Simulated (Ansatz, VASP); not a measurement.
# Two plane-wave programs on Al

INCAR

```
SYSTEM = Al
PREC = Accurate ; ENCUT = 600
EDIFF = 1E-6 ; ISMEAR = 0
SIGMA = 0.1 ; LREAL = .FALSE.
LASPH = .TRUE. ; NELM = 60
ALGO = Fast ; ISIF = 3
LWAVE = .FALSE. ; LCHARG = .FALSE.
GGA = PS ; IBRION = 2
NSW = 65 ; EDIFFG = -0.01
```

Contents of KPOINTS:

```
Automatic mesh
0
G
  18 18 3
  0 0 0
```

File POSCAR:

```
Al
1.0
    2.8507880358      0.0000000000      0.0000000000
   -1.4253940179      2.4688548598      0.0000000000
    0.0000000000      0.0000000000     20.8633769037
Al
9
Direct
    0.0000000000      0.0000000000      0.0000000000
    0.3333333333      0.6666666667      0.1111111111
    0.0000000000      0.0000000000      0.2222222222
    0.3333333333      0.6666666667      0.3333333333
    0.6666666667      0.3333333333      0.4444444444
    0.3333333333      0.6666666667      0.5555555556
    0.6666666667      0.3333333333      0.6666666667
    0.0000000000      0.0000000000      0.7777777778
    0.6666666667      0.3333333333      0.8888888889
```

Input for Ansatz:

```yaml
crystal:
  lattice:
    - [2.8507880184, 0.0, 0.0]
    - [-1.4253940092, 2.4688548448, 0.0]
    - [0.0, 0.0, 20.86337716]
  atoms:
    - { symbol: Al, position: [0.0, 0.0, 0.0] }
    - { symbol: Al, position: [0.3333333333, 0.6666666667, 0.1111111111] }
    - { symbol: Al, position: [0.0, 0.0, 0.2222222222] }
    - { symbol: Al, position: [0.3333333333, 0.6666666667, 0.3333333333] }
    - { symbol: Al, position: [0.6666666667, 0.3333333333, 0.4444444444] }
    - { symbol: Al, position: [0.3333333333, 0.6666666667, 0.5555555556] }
    - { symbol: Al, position: [0.6666666667, 0.3333333333, 0.6666666667] }
    - { symbol: Al, position: [0.0, 0.0, 0.7777777778] }
    - { symbol: Al, position: [0.6666666667, 0.3333333333, 0.8888888889] }
basis:
  ecutwfc: 420
kpoints:
  mp_grid: { grid: [18, 18, 3] }
hamiltonian:
  xc: pbesol
scf:
  occupations: { method: gaussian, width: 0.1 }
output:
  forces: true
  stress: true
  eigenvalues: true
  populations: true
  write_density: true
  write_potential: true
  elf: true
  volumetric_format: npy
relax:
  adjacent_minimum: "off"
  f_tol: 0.01
  max_steps: 45
  cell: { stress_tol: 0.05 }
```

Alike in both runs: task relaxation of cell and atoms; functional PBEsol; k mesh 18 × 18 × 3; occupations gaussian, width 0.1 eV; no spin polarisation.

```csv
,VASP,Ansatz
version,VASP 6.6.1,Ansatz 0.2.0
potentials or method,"VASP PAW PBE potentials, release 64 (Al), cutoff 600 eV","scalar-relativistic, plane waves, PAW"
valence electrons in the cell,27,27
```

|  | VASP | Ansatz | Ansatz less VASP |
| --- | --- | --- | --- |
| gap on the k mesh at the Fermi level, each at its own relaxed structure (eV) | none | none | - |
| relaxed volume (Å³/atom) | 16.31 | 16.29 | -0.016 |
| relaxed length of the cell vector where the two differ most in proportion (Å) | 21.094 | 21.028 | -0.0658 |

VASP's potentials were made for PBE, not for PBEsol. A gap of «none» marks a metal or a gap that the smearing closes.

Noted on VASP's run: too few bands were computed for a metal, which touches its energy and stress.
